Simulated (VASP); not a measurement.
# Sn (I4_1/amd) in VASP: single point with PBE

Aim: the single point of Sn with PBE.

Program: VASP 6.6.1. These are calculated values, not measurements. Logs are shortened: lines on timing, memory, paths and dates and some standing lists are left out, and cuts for length are marked.

### 1 The cell of the first run

The structure is tetragonal, space group I4_1/amd (No. 141). Conventional cell: a = 5.947 Å, b = 5.947 Å, c = 3.212 Å, α = 90.00°, β = 90.00°, γ = 90.00°. Sn (site symmetry -4m2) has 10 Sn at 3.08 to 3.83 Å within 4.1 Å.

### 2 Single point, PBE

INCAR reads:

```
PREC = Accurate ; ENCUT = 520
EDIFF = 1E-6 ; ISMEAR = 0
SIGMA = 0.05 ; LREAL = F
LASPH = T ; NELM = 80
ALGO = Fast ; ISIF = 2
LWAVE = F ; LCHARG = F
GGA = PE ; NBANDS = 21
```

KPOINTS reads:

```
regular mesh
0
Gamma
  16 16 16
```

POSCAR reads:

```
Sn
1.0
   -2.9734789190      2.9734789190      1.6061562179
    2.9734789190     -2.9734789190      1.6061562179
    2.9734789190      2.9734789190     -1.6061562179
Sn
2
Direct
    0.7500000000      0.2500000000      0.5000000000
    0.0000000000      0.0000000000      0.0000000000
```

Potentials or basis: VASP PAW PBE potentials, release 64 (Sn_d).

Launch:

```sh
$ cat potpaw_PBE.64/Sn_d/POTCAR > POTCAR
$ mpirun -np 1 vasp_std > vasp.out
```

OUTCAR:

```text
PREC = Accurate
   ENCUT = 520
   EDIFF = 1E-6
   ISMEAR = 0
   LREAL = F
   LASPH = T
   NELM = 80
   ISIF = 2
   GGA = PE

 ion  position               nearest neighbor table
   1  0.750  0.250  0.500-   2 3.08   2 3.08   2 3.08   2 3.08
   2  0.000  0.000  0.000-   1 3.08   1 3.08   1 3.08   1 3.08

  LATTYP: Found a body centered tetragonal cell.
 ALAT       =     5.9469578380
 C/A-ratio  =     0.5401606205

  Lattice vectors:

 A1 = (  -2.9734789190,   2.9734789190,   1.6061562179)
 A2 = (   2.9734789190,  -2.9734789190,   1.6061562179)
 A3 = (   2.9734789190,   2.9734789190,  -1.6061562179)

Analysis of symmetry for initial positions (statically):
=====================================================================
 Subroutine PRICEL returns:
 Original cell was already a primitive cell.

 Routine SETGRP: Setting up the symmetry group for a
 body centered tetragonal supercell.

 Subroutine GETGRP returns: Found 16 space group operations
 (whereof  8 operations were pure point group operations)
 out of a pool of 16 trial point group operations.

The static configuration has the point symmetry D_2d.
 The point group associated with its full space group is D_4h.

Analysis of symmetry for dynamics (positions and initial velocities):
=====================================================================
 Subroutine PRICEL returns:
 Original cell was already a primitive cell.

 Routine SETGRP: Setting up the symmetry group for a
 body centered tetragonal supercell.

 Subroutine GETGRP returns: Found 16 space group operations
 (whereof  8 operations were pure point group operations)
 out of a pool of 16 trial point group operations.

The dynamic configuration has the point symmetry D_2d.
 The point group associated with its full space group is D_4h.

 Subroutine INISYM returns: Found 16 space group operations
 (whereof  8 operations are pure point group operations),
 and found     1 'primitive' translations

----------------------------------------------------------------------------------------

                                     Primitive cell

  volume of cell :      56.8038

  direct lattice vectors                    reciprocal lattice vectors
    -2.973478919  2.973478919  1.606156218     0.000000000  0.168153202  0.311302222
     2.973478919 -2.973478919  1.606156218     0.168153202  0.000000000  0.311302222
     2.973478919  2.973478919 -1.606156218     0.168153202  0.168153202  0.000000000

  length of vectors
     4.501432168  4.501432168  4.501432168     0.353814320  0.353814320  0.237804538
[... 80 lines left out ...]
   NELM   =     80;   NELMIN=  2; NELMDL= -5     # of ELM steps
   EDIFF  = 0.1E-05   stopping-criterion for ELM
   LREAL  =      F    real-space projection
   EDIFFG = 0.1E-04   stopping-criterion for IOM
   NSW    =      0    number of steps for IOM
   IBRION =     -1    ionic relax: 0-MD 1-quasi-New 2-CG
   NFREE  =      0    steps in history (QN), initial steepest desc. (CG)
   ISIF   =      2    stress and relaxation
   ISYM   =      2    0-nonsym 1-usesym 2-fastsym
   POTIM  = 0.5000    time-step for ionic-motion
   TEBEG  =    0.0;   TEEND  =   0.0 temperature during run
   PSTRESS=    0.0 pullay stress
   NELECT =      28.0000    total number of electrons
   NUPDOWN=      -1.0000    fix difference up-down
   EMIN   =  10.00;   EMAX   =-10.00  energy-range for DOS
   EFERMI =   0.00;   METHOD = LEGACY
   ISMEAR =     0;   SIGMA  =   0.05  broadening in eV -4-tet -1-fermi 0-gaus
   EFERMI_NEDOS =   21; number of points for ismear=-14 and -15
   IALGO  =     68    algorithm
   IMIX   =      4    mixing-type and parameters
     AMIX     =   0.40;   BMIX     =  1.00
     AMIX_MAG =   1.60;   BMIX_MAG =  1.00
  volume/ion in A,a.u.               =      28.40       191.67
  Fermi-wavevector in a.u.,A,eV,Ry     =   1.293208  2.443809 22.754201  1.672387
  Thomas-Fermi vector in A             =   2.424868
   LORBIT       =      0    0 simple, 1 ext, 2 COOP (PROOUT), +10 PAW based schemes
   GGA     = PE    functional components
   LHFCALC =     F    Hartree Fock is set to
   AEXX    =    0.0000 exact exchange contribution
   IVDW    =     0    specifies the selected vdW correction
   LEPSILON=     F    determine dielectric tensor
   LRPA    =     F    only Hartree local field effects (RPA)
 non-spin polarized calculation
 RMM-DIIS sequential band-by-band and
 Gauss-broadening in eV      SIGMA  =   0.05
  energy-cutoff  :      520.00
  volume of cell :       56.80
 maximum number of plane-waves:      1552
 NGX is ok and might be reduce to    36
   NGX = 17   NGY = 17   NGZ = 17

 number of electron      27.9999992 magnetization

 Free energy of the ion-electron system (eV)
  ---------------------------------------------------
  ext. energy  EPLUGINS =         0.00000000
  ---------------------------------------------------
  free energy    TOTEN  =        -7.61427759 eV

  energy without entropy =       -7.61302992  energy(sigma->0) =       -7.61365375

 E-fermi :   7.4388     XC(G=0): -10.0924

 val. band max:        7.4316247311   @ k =  -0.1875   0.5000   0.1250
 cond. band min:       7.4392704662   @ k =  -0.0625   0.4375   0.0625
 fundamental gap:      0.0076457351
 Fermi energy:         7.4388135764

 k-point     1 :       0.0000    0.0000    0.0000
  band No.  band energies     occupation
      1     -14.1682      2.00000
      2     -14.1063      2.00000
      3     -14.0572      2.00000
      4     -14.0569      2.00000
      5     -13.9197      2.00000
      6     -13.9197      2.00000
[... 565 lines left out ...]
     20      17.2058      0.00000
     21      17.6915      0.00000

 [... further k-points ...]

------------------------ aborting loop because EDIFF is reached ----------------------------------------

  FORCE on cell =-STRESS in cart. coord.  units (eV):
  Direction    XX          YY          ZZ          XY          YZ          ZX
  --------------------------------------------------------------------------------------
  -------------------------------------------------------------------------------------
  Total       -0.0128493     -0.0128493     -0.0350880      0.0000000      0.0000000      0.0000000
  in kB       -0.3624201     -0.3624201     -0.9896730      0.0000000      0.0000000      0.0000000
  external PRESSURE =      -0.5715044 kB  Pullay stress =       0.0000000 kB

 VOLUME and BASIS-vectors are now :
 -----------------------------------------------------------------------------
  energy-cutoff  :      520.00
  volume of cell :       56.80
      direct lattice vectors                 reciprocal lattice vectors
    -2.973478919  2.973478919  1.606156218     0.000000000  0.168153202  0.311302222
     2.973478919 -2.973478919  1.606156218     0.168153202  0.000000000  0.311302222
     2.973478919  2.973478919 -1.606156218     0.168153202  0.168153202  0.000000000

 POSITION                                       TOTAL-FORCE (eV/Angst)
 -----------------------------------------------------------------------------------
     -0.00000      2.97348      0.80308         0.000000     -0.000000     -0.000000
      0.00000      0.00000      0.00000        -0.000000      0.000000      0.000000
 -----------------------------------------------------------------------------------
    total drift:                               -0.000000      0.000000     -0.000000

  FREE ENERGIE OF THE ION-ELECTRON SYSTEM (eV)
  ---------------------------------------------------
  free  energy   TOTEN  =        -7.6142775898 eV

  energy  without entropy=       -7.6130299201  energy(sigma->0) =       -7.61365375
```

OSZICAR:

```text
N       E                     dE             d eps       ncg     rms          rms(c)
DAV:   1     0.221751579542E+03    0.22175E+03   -0.14414E+04 14840   0.205E+03
DAV:   2     0.154034407293E+02   -0.20635E+03   -0.20217E+03 14778   0.450E+02
DAV:   3    -0.689928704687E+01   -0.22303E+02   -0.22120E+02 17138   0.135E+02
DAV:   4    -0.760180572188E+01   -0.70252E+00   -0.70209E+00 16579   0.265E+01
DAV:   5    -0.763051063557E+01   -0.28705E-01   -0.28704E-01 20793   0.504E+00    0.219E+00
RMM:   6    -0.761668503511E+01    0.13826E-01   -0.27375E-02 17839   0.198E+00    0.127E+00
RMM:   7    -0.761413499935E+01    0.25500E-02   -0.20934E-02 17587   0.165E+00    0.146E-01
RMM:   8    -0.761415321048E+01   -0.18211E-04   -0.29235E-03 19401   0.637E-01    0.546E-02
RMM:   9    -0.761426596167E+01   -0.11275E-03   -0.10048E-03 23207   0.259E-01    0.213E-02
RMM:  10    -0.761427507667E+01   -0.91150E-05   -0.90183E-05 21304   0.962E-02    0.551E-03
RMM:  11    -0.761427767793E+01   -0.26013E-05   -0.36301E-05 22668   0.491E-02    0.467E-03
RMM:  12    -0.761427758982E+01    0.88107E-07   -0.37110E-06 13403   0.185E-02
   1 F= -.76142776E+01 E0= -.76136538E+01  d E =-.124767E-02
```

Run time: 7.5 min. Hardware: 1 thread of Intel Xeon Platinum 8259CL at 2.50GHz (Skylake/Cascade Lake), shared host; peak memory 0.45 GiB.

What came out:

- Free energy: -7.6143 eV
- Pressure: -0.1 GPa
- Band gap on the k mesh: zero (bands 14 and 15 overlap by 4.01 eV)

Levels at points of the mesh, in eV from the Fermi level:
```
           k point  band 12  band 13  band 14  band 15  band 16  band 17
(0.00, 0.00, 0.00)    -3.86    -1.90    -1.90     3.00     5.92     5.92
(0.50, 0.00, 0.00)    -5.25    -2.36    -1.64    -1.04     2.29     2.72
(0.50, 0.50, 0.00)    -8.68     0.55     0.55     1.42     1.42     5.94
(0.50, 0.50, 0.50)    -7.48    -4.57    -4.57     5.02     5.02     8.83
```

Caveat: spin-orbit coupling is left out, which moves the levels of the heavy elements.
